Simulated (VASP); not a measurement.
Input of a VASP 6.6.1 run:

The input INCAR:

```
SYSTEM = MgO
PREC = Accurate
ENCUT = 520
EDIFF = 1E-6
ISMEAR = 0
SIGMA = 0.05
LREAL = .False.
LASPH = .True.
NELM = 80
ALGO = Normal
ISIF = 2
LWAVE = .False.
LCHARG = .False.
GGA = PE
NBANDS = 11
```

File KPOINTS:

```
regular mesh
0
Gamma
  10 10 10
  0 0 0
```

File POSCAR:

```
MgO
1.0
    0.0000000000      2.1272186771      2.1272186771
    2.1272186771      0.0000000000      2.1272186771
    2.1272186771      2.1272186771      0.0000000000
Mg O
1 1
Direct
    0.0000000000      0.0000000000      0.0399185526
    0.5000000000      0.5000000000      0.4393574335
```

Potentials or basis: VASP PAW PBE potentials, release 64 (Mg, O).

Command:

```console
$ cat potpaw_PBE.64/Mg/POTCAR potpaw_PBE.64/O/POTCAR > POTCAR
$ mpirun -np 1 vasp_std > vasp.out
```

Q: Estimate the band gap on the k mesh.

A: 4.41 eV, direct.

Q: Predict the pressure.

A: 7.3 GPa.

Q: What does it give for the largest force?

A: 1.645 eV/Å.

Forces in eV/Å, atoms in the order of the input:
```
Mg  -1.163 -1.163  0.000
O    1.163  1.163  0.000
```

Caveat: the cell differs from its parent crystal (mode 4 frozen in at -0.129 Å and mode 5 at -0.129 Å (largest displacements)); forces of over 1 eV/Å act on the atoms, so gaps and moduli don't describe the material at rest.
